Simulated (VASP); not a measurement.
Wanted: the native input for a VASP 6.6.1 run.

```
Task                    : density of states
Functional              : PBE
Potentials or basis     : VASP PAW PBE potentials, release 64 (Pt, Se)
Cutoff                  : 520 eV
k mesh                  : 8 × 8 × 7
Occupations             : fermi-dirac, width 0.05 eV
Spin                    : no spin polarisation
Dipole correction       : no
k mesh for the DOS      : 12 × 12 × 11
Occupations for the DOS : tetrahedron
Further INCAR settings  : ALGO = Normal; EDIFF = 1e-06
```

Crystal: PtSe.

```
CELL_PARAMETERS angstrom
3.70187 0.00000 0.00000
-1.85094 3.20591 0.00000
0.00000 0.00000 3.61284
ATOMIC_POSITIONS crystal
Pt 0.00000 0.00000 0.00000
Se 0.66667 0.33333 0.50000
```

The input as run:

POSCAR

```
PtSe
1.0
    3.7018703300      0.0000000000      0.0000000000
   -1.8509351600      3.2059137500      0.0000000000
    0.0000000000      0.0000000000      3.6128420300
Pt Se
1 1
Direct
    0.0000000000      0.0000000000      0.0000000000
    0.6666666667      0.3333333333      0.5000000000
```

INCAR.step1

```
PREC = Accurate ; ENCUT = 520
EDIFF = 1E-6 ; ISMEAR = -1
SIGMA = 0.05 ; LREAL = F
LASPH = T ; NELM = 100
ALGO = Normal ; ISIF = 2
LWAVE = F ; LCHARG = T
LMAXMIX = 4 ; GGA = PE
NBANDS = 15
```

KPOINTS.step1

```
regular mesh
0
Gamma
  8 8 7
```

INCAR.step2

```
PREC = Accurate ; ENCUT = 520
EDIFF = 1E-6 ; ISMEAR = -5
SIGMA = 0.05 ; LREAL = F
LASPH = T ; NELM = 100
ALGO = Normal ; ISIF = 2
LWAVE = F ; LCHARG = F
LMAXMIX = 4 ; GGA = PE
LORBIT = 10 ; NEDOS = 1001
ICHARG = 11
```

KPOINTS.step2

```
regular mesh
0
Gamma
  12 12 11
```

Potentials or basis: VASP PAW PBE potentials, release 64 (Pt, Se).

Run with:

```console
$ cat potpaw_PBE.64/Pt/POTCAR potpaw_PBE.64/Se/POTCAR > POTCAR
$ cp INCAR.step1 INCAR
$ cp KPOINTS.step1 KPOINTS
$ mpirun -np 1 vasp_std > vasp.out
$ cp INCAR.step2 INCAR
$ cp KPOINTS.step2 KPOINTS
$ mpirun -np 1 vasp_std > vasp.out
```

Results of the run:

- Valence electrons inside the program's atomic spheres: Pt 8.92; Se 3.63

Caveat: spin-orbit coupling is left out, which moves the levels of the heavy elements.

Wall time 25 s on 1 thread of Intel(R) Xeon(R) 6975P-C (Granite Rapids), on a shared host, peak memory 0.19 GiB.
